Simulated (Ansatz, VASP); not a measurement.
# Two plane-wave programs on ZnCd3Te2

```
Zn Cd Te
1.0
     5.91999    0.00000    0.00000
    -2.95999    5.12686    0.00000
     0.00000    0.00000    5.23797
Zn Cd Te
1 3 2
Cartesian
  0.0000 0.0000 2.6190
  2.9600 0.0000 2.6190
  -1.4800 2.5634 2.6190
  1.4800 2.5634 2.6190
  0.0000 3.4179 0.9211
  2.9600 1.7090 4.3169
```

Alike in both runs: task relaxation of cell and atoms; functional PBE; k mesh 3 × 3 × 4; occupations gaussian, width 0.1 eV; no spin polarisation.

|  | VASP | Ansatz |
| --- | --- | --- |
| version | VASP 6.6.1 | Ansatz 0.2.0 |
| potentials or method | VASP PAW PBE potentials, release 64 (Zn, Cd, Te), cutoff 600 eV | scalar-relativistic, plane waves, PAW |
| valence electrons in the cell | 60 | 104 |

```tsv
	VASP	Ansatz	Ansatz less VASP
gap on the k mesh at the Fermi level, each at its own relaxed structure (eV)	none	none	-
relaxed volume (Å³/atom)	34.36	31.37	-2.982
relaxed length of the cell vector where the two differ most in proportion (Å)	4.324	5.152	+0.8275
```

A gap of «none» marks a metal or a gap that the smearing closes. One of these differences is far larger than is usual between the two programs; its cause wasn't traced. VASP's potentials hold 60 valence electrons a cell and Ansatz's 104, so a difference there can come from the potentials and not from the codes.

The k mesh is coarse, so the values compare programs but aren't converged. Neither program's run includes spin-orbit coupling. Noted on VASP's run: the volume moved by over 15 % at a fixed basis, so the end points are rough.
